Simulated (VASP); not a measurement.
# TiC (Fm-3m) in VASP: settings compared

TiC is run at these levels: PBE+U, PBEsol, LDA; tasks: relaxation of cell and atoms, single point.

Everything below comes from runs of VASP 6.6.1. Logs are shortened: lines on timing, memory, paths and dates and some standing lists are left out, and cuts for length are marked.

## 1. The cell of the first run

Symmetry: Fm-3m, No. 225, cubic system. The conventional cell has a = 4.331 Å, b = 4.331 Å, c = 4.331 Å, α = 90.00°, β = 90.00°, γ = 90.00°. Ti (site symmetry m-3m) has 6 C at 2.17 Å within 2.9 Å. C (site symmetry m-3m) has 6 Ti at 2.17 Å within 2.9 Å.

## 2. Relaxation of cell and atoms, PBE+U

Contents of INCAR:

```
PREC     = Accurate       # precision mode
ENCUT    = 600            # plane-wave cutoff, eV
EDIFF    = 1E-7           # SCF threshold, eV
ISMEAR   = -1             # smearing method
SIGMA    = 0.05           # smearing width, eV
LREAL    = False          # projectors in reciprocal space
LASPH    = True           # aspherical terms in the spheres
NELM     = 150            # most SCF steps
ALGO     = Normal         # electronic algorithm
ISIF     = 3              # what is computed and relaxed
LWAVE    = False          # write WAVECAR
LCHARG   = False          # write CHGCAR
LMAXMIX  = 4              # l up to which the mixer works
LDAU     = True           # DFT+U
LDAUTYPE = 2            
LDAUL    = 2 -1           # shell
LDAUU    = 1 0            # U, eV
LDAUJ    = 0 0          
LDAUPRINT= 1            
GGA      = PE             # functional
IBRION   = 2              # ionic algorithm
NSW      = 60             # ionic steps
EDIFFG   = -0.01          # ionic threshold
```

Contents of KPOINTS:

```
regular mesh
0
Gamma
  11 11 11
```

Contents of POSCAR:

```
TiC
1.0
    0.0000000000      2.1657188437      2.1657188437
    2.1657188437      0.0000000000      2.1657188437
    2.1657188437      2.1657188437      0.0000000000
Ti C
1 1
Direct
    0.0000000000      0.0000000000      0.0000000000
    0.5000000000      0.5000000000      0.5000000000
```

Potentials or basis: VASP PAW PBE potentials, release 64 (Ti_sv, C).

Command:

```console
cat potpaw_PBE.64/Ti_sv/POTCAR potpaw_PBE.64/C/POTCAR > POTCAR
mpirun -np 1 vasp_std > vasp.out
```

OUTCAR:

```text
PREC = Accurate
   ENCUT = 600
   EDIFF = 1E-7
   ISMEAR = -1
   LREAL = False
   LASPH = True
   NELM = 150
   ISIF = 3
   GGA = PE
   IBRION = 2
   NSW = 60
   EDIFFG = -0.01

 ion  position               nearest neighbor table
   1  0.000  0.000  0.000-   2 2.17   2 2.17   2 2.17   2 2.17   2 2.17   2 2.17
   2  0.500  0.500  0.500-   1 2.17   1 2.17   1 2.17   1 2.17   1 2.17   1 2.17

  LATTYP: Found a face centered cubic cell.
 ALAT       =     4.3314376874

  Lattice vectors:

 A1 = (   0.0000000000,   2.1657188437,   2.1657188437)
 A2 = (   2.1657188437,   0.0000000000,   2.1657188437)
 A3 = (   2.1657188437,   2.1657188437,   0.0000000000)

Analysis of symmetry for initial positions (statically):
=====================================================================
 Subroutine PRICEL returns:
 Original cell was already a primitive cell.

 Routine SETGRP: Setting up the symmetry group for a
 face centered cubic supercell.

 Subroutine GETGRP returns: Found 48 space group operations
[... 9 lines left out ...]

 Routine SETGRP: Setting up the symmetry group for a
 face centered cubic supercell.

 Subroutine GETGRP returns: Found 48 space group operations
[... 11 lines left out ...]
                                     Primitive cell

  volume of cell :      20.3159

  direct lattice vectors                    reciprocal lattice vectors
     0.000000000  2.165718844  2.165718844    -0.230870227  0.230870227  0.230870227
     2.165718844  0.000000000  2.165718844     0.230870227 -0.230870227  0.230870227
     2.165718844  2.165718844  0.000000000     0.230870227  0.230870227 -0.230870227

  length of vectors
     3.062788961  3.062788961  3.062788961     0.399878962  0.399878962  0.399878962

  position of ions in fractional coordinates (direct lattice)
[... 8 lines left out ...]
----------------------------------------------------------------------------------------

 KPOINTS: regular mesh

Automatic generation of k-mesh.
 Grid dimensions read from file:
 generate k-points for:   11   11   11

[... 122 lines left out ...]
  -------------------------------------------------------------------------------------
  Total        0.4014504      0.4014504      0.4014504      0.0000000      0.0000000      0.0000000
  in kB       31.6596610     31.6596610     31.6596610      0.0000000      0.0000000      0.0000000
  external PRESSURE =      31.6596610 kB  Pullay stress =       0.0000000 kB
[... 53 lines left out ...]
  FREE ENERGIE OF THE ION-ELECTRON SYSTEM (eV)
  ---------------------------------------------------
  free  energy   TOTEN  =       -17.9453773261 eV

  energy  without entropy=      -17.9428633840  energy(sigma->0) =      -17.94412036

atom =   1  type =  1  l = 2

 onsite density matrix

spin component  1

  0.1345 -0.0000 -0.0000  0.0000 -0.0000
 -0.0000  0.1345  0.0000  0.0000 -0.0000
 -0.0000  0.0000  0.2805  0.0000  0.0000
  0.0000  0.0000  0.0000  0.1345 -0.0000
 -0.0000 -0.0000  0.0000 -0.0000  0.2805

spin component  2

  0.1345 -0.0000 -0.0000  0.0000 -0.0000
 -0.0000  0.1345  0.0000  0.0000 -0.0000
 -0.0000  0.0000  0.2805  0.0000  0.0000
  0.0000  0.0000  0.0000  0.1345 -0.0000
 -0.0000 -0.0000  0.0000 -0.0000  0.2805

 occupancies and eigenvectors

  o =  0.1345  v =  0.0000 -0.9709  0.0000 -0.2396  0.0000  0.0000  0.0000  0.0000  0.0000  0.0000      0.0000  0.0000  0.0000  0.0000  0.0000  0.0000  0.0000  0.0000  0.0000  0.0000
  o =  0.1345  v =  0.0000  0.0000  0.0000  0.0000  0.0000  0.0000 -0.9709  0.0000 -0.2396  0.0000      0.0000  0.0000  0.0000  0.0000  0.0000  0.0000  0.0000  0.0000  0.0000  0.0000
  o =  0.1345  v =  0.0000  0.2396  0.0000 -0.9709 -0.0000  0.0000  0.0000  0.0000  0.0000  0.0000      0.0000  0.0000  0.0000  0.0000  0.0000  0.0000  0.0000  0.0000  0.0000  0.0000
  o =  0.1345  v =  0.0000  0.0000  0.0000  0.0000  0.0000  0.0000  0.2396  0.0000 -0.9709 -0.0000      0.0000  0.0000  0.0000  0.0000  0.0000  0.0000  0.0000  0.0000  0.0000  0.0000
  o =  0.1345  v =  1.0000  0.0000  0.0000  0.0000  0.0000  0.0000  0.0000  0.0000  0.0000  0.0000      0.0000  0.0000  0.0000  0.0000  0.0000  0.0000  0.0000  0.0000  0.0000  0.0000
  o =  0.1345  v =  0.0000  0.0000  0.0000  0.0000  0.0000  1.0000  0.0000  0.0000  0.0000  0.0000      0.0000  0.0000  0.0000  0.0000  0.0000  0.0000  0.0000  0.0000  0.0000  0.0000
  o =  0.2805  v =  0.0000  0.0000  0.0000  0.0000  0.0000  0.0000 -0.0000 -0.1392 -0.0000  0.9903      0.0000  0.0000  0.0000  0.0000  0.0000  0.0000  0.0000  0.0000  0.0000  0.0000
  o =  0.2805  v =  0.0000 -0.0000 -0.1392 -0.0000  0.9903  0.0000  0.0000  0.0000  0.0000  0.0000      0.0000  0.0000  0.0000  0.0000  0.0000  0.0000  0.0000  0.0000  0.0000  0.0000
  o =  0.2805  v =  0.0000  0.0000  0.0000  0.0000  0.0000  0.0000  0.0000 -0.9903 -0.0000 -0.1392      0.0000  0.0000  0.0000  0.0000  0.0000  0.0000  0.0000  0.0000  0.0000  0.0000
  o =  0.2805  v =  0.0000  0.0000 -0.9903 -0.0000 -0.1392  0.0000  0.0000  0.0000  0.0000  0.0000      0.0000  0.0000  0.0000  0.0000  0.0000  0.0000  0.0000  0.0000  0.0000  0.0000

--------------------------------------- Ionic step        3  -------------------------------------------

 number of electron      15.9999998 magnetization

 Free energy of the ion-electron system (eV)
  ---------------------------------------------------
  ext. energy  EPLUGINS =         0.00000000
  ---------------------------------------------------
  free energy    TOTEN  =       -17.94956878 eV

  energy without entropy =      -17.94712604  energy(sigma->0) =      -17.94834741

 E-fermi :   9.4528     XC(G=0): -12.6359

 val. band max:        9.3680979392   @ k =   0.1818   0.1818   0.0000
 cond. band min:       9.5380362868   @ k =   0.0909   0.0000   0.0000
 fundamental gap:      0.1699383477
 Fermi energy:         9.4528134154

 k-point     1 :       0.0000    0.0000    0.0000
  band No.  band energies     occupation
      1     -47.5131      2.00000
      2     -23.5357      2.00000
      3     -23.5357      2.00000
      4     -23.5357      2.00000
      5      -3.0306      2.00000
      6      10.1600      0.00000
      7      10.1600      0.00000
      8      10.1600      0.00000
      9      11.0030      0.00000
     10      11.0030      0.00000
     11      11.0030      0.00000
     12      11.0426      0.00000
[... 331 lines left out ...]
 k-point    24 :      -0.1818    0.1818    0.0000
  band No.  band energies     occupation
      1     -47.4680      2.00000
      2     -23.7911      2.00000
      3     -23.6366      2.00000
      4     -23.5547      2.00000
      5      -1.3317      2.00000
      6       6.1439      2.00000
      7       7.2267      2.00000
      8       7.4818      2.00000
      9      11.0021      0.00000
     10      12.0351      0.00000
     11      12.9294      0.00000
     12      13.6600      0.00000

 [... further k-points ...]
[... 5 lines left out ...]
  --------------------------------------------------------------------------------------
  -------------------------------------------------------------------------------------
  Total       -0.0007358     -0.0007358     -0.0007358      0.0000000      0.0000000     -0.0000000
  in kB       -0.0573009     -0.0573009     -0.0573009      0.0000000      0.0000000     -0.0000000
  external PRESSURE =      -0.0573009 kB  Pullay stress =       0.0000000 kB
[... 17 lines left out ...]
  FREE ENERGIE OF THE ION-ELECTRON SYSTEM (eV)
  ---------------------------------------------------
  free  energy   TOTEN  =       -17.9495687836 eV

  energy  without entropy=      -17.9471260429  energy(sigma->0) =      -17.94834741

 reached required accuracy - stopping structural energy minimisation
```

OSZICAR:

```text
N       E                     dE             d eps       ncg     rms          rms(c)
DAV:   1     0.129008285655E+03    0.12901E+03   -0.92577E+03  1344   0.177E+03
DAV:   2    -0.126509164423E+02   -0.14166E+03   -0.13504E+03  1396   0.403E+02
DAV:   3    -0.232778203137E+02   -0.10627E+02   -0.10235E+02  1804   0.103E+02
[... 32 lines left out ...]
DAV:   6    -0.179495113584E+02   -0.27653E-03   -0.68984E-04  1840   0.138E-01    0.448E-02
DAV:   7    -0.179495653545E+02   -0.53996E-04   -0.74474E-05  1624   0.856E-02    0.378E-03
DAV:   8    -0.179495678792E+02   -0.25247E-05   -0.12994E-05  1784   0.263E-02    0.358E-03
DAV:   9    -0.179495686182E+02   -0.73898E-06   -0.98465E-07  1632   0.969E-03    0.815E-04
DAV:  10    -0.179495687586E+02   -0.14042E-06   -0.16822E-07  1124   0.280E-03    0.158E-04
DAV:  11    -0.179495687836E+02   -0.24962E-07   -0.95780E-09   696   0.925E-04
   3 F= -.17949569E+02 E0= -.17948347E+02  d E =-.250152E-02
```

CONTCAR:

```text
TiC
   1.00000000000000
    -0.0000000000000000    2.1748070967977666    2.1748070967977666
     2.1748070967977666    0.0000000000000000    2.1748070967977666
     2.1748070967977666    2.1748070967977666    0.0000000000000000
  Ti              C
     1     1
Direct
     0.0000000000000000    0.0000000000000000    0.0000000000000000
     0.5000000000000000    0.5000000000000000    0.5000000000000000

  0.00000000E+00  0.00000000E+00  0.00000000E+00
  0.00000000E+00  0.00000000E+00  0.00000000E+00
```

Run time: 24 s. Hardware: 1 thread of AMD EPYC 9R45 (Zen 5), shared host; peak memory 0.12 GiB.

What came out:

```yaml
Free_energy: -17.9496 eV
Relaxed_volume: 10.29 Å³/atom
Relaxed_cell: a = 3.076 Å, b = 3.076 Å, c = 3.076 Å, α = 60.00°, β = 60.00°, γ = 60.00°
Space_group_after_relaxing_to_0.05_Å: Fm-3m (No. 225)
Energy_gained_by_relaxing: 1.3 meV/atom
Ionic_steps: 3
Pressure_after_relaxing: 0.0 GPa
Band_gap_on_the_k_mesh: zero (band 8 reaches 10.16 eV, above the bottom of band 9 at 8.97 eV)
```

Step by step:
```tsv
step	energy change (eV)	largest force (eV/Å)	pressure (GPa)	volume (Å³)
1	0.0000	0.0000	3.17	20.32
2	0.0017	0.0000	-3.89	20.91
3	-0.0025	0.0000	-0.01	20.57
```

Final structure:
```
CELL_PARAMETERS angstrom
0.00000 2.17481 2.17481
2.17481 0.00000 2.17481
2.17481 2.17481 0.00000
ATOMIC_POSITIONS crystal
Ti 0.00000 0.00000 0.00000
C 0.50000 0.50000 0.50000
```

Eigenvalues of the final occupation matrices:
| site | spin | trace | eigenvalues |
| --- | --- | --- | --- |
| site 1 d | 1 | 0.96 | 0.13 0.13 0.13 0.28 0.28 |
| site 1 d | 2 | 0.96 | 0.13 0.13 0.13 0.28 0.28 |

Caveat: U without spin polarisation on a metal has little footing; the U is typed as a test and isn't derived for this compound.

(Part 1 of 2 ends here.)
